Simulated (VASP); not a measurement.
Li2Pt, 3 atoms in the cell. It takes space group P6/mmm (No. 191, hexagonal). The conventional cell has a = 4.168 Å, b = 4.168 Å, c = 2.633 Å, α = 90.00°, β = 90.00°, γ = 120.00°. Within 3.2 Å of Li (site symmetry -6m2) lie 5 Li at 2.41 to 2.63 Å and 6 Pt at 2.74 Å. Within 3.5 Å of Pt (site symmetry 6/mmm) lie 2 Pt at 2.63 Å and 12 Li at 2.74 Å. 

| Quantity | Value |
| --- | --- |
| Program | VASP 6.6.1 |
| Task | single point |
| Functional | PBEsol |
| Potentials or basis | VASP PAW PBE potentials, release 64 (Li_sv, Pt) |
| Cutoff | 520 eV |
| k mesh | 12 × 12 × 16 |
| Occupations | gaussian, width 0.1 eV |
| Spin | no spin polarisation |
| Dipole correction | no |
| Further INCAR settings | ALGO = Normal; EDIFF = 1e-06; NBANDS = 15 |

Potentials or basis: VASP PAW PBE potentials, release 64 (Li_sv, Pt).

Command:

```console
$ cat potpaw_PBE.64/Li_sv/POTCAR potpaw_PBE.64/Pt/POTCAR > POTCAR
$ mpirun -np 1 vasp_std > vasp.out
```

Hardware: 1 thread of Intel(R) Xeon(R) 6975P-C (Granite Rapids), on a shared host.

Question: Estimate the wall time of this run.

Answer: It took 24 s on 1 thread of Intel(R) Xeon(R) 6975P-C (Granite Rapids), with other jobs on the host, peak memory 0.23 GiB. Counts: scf iterations 12, k points 171.
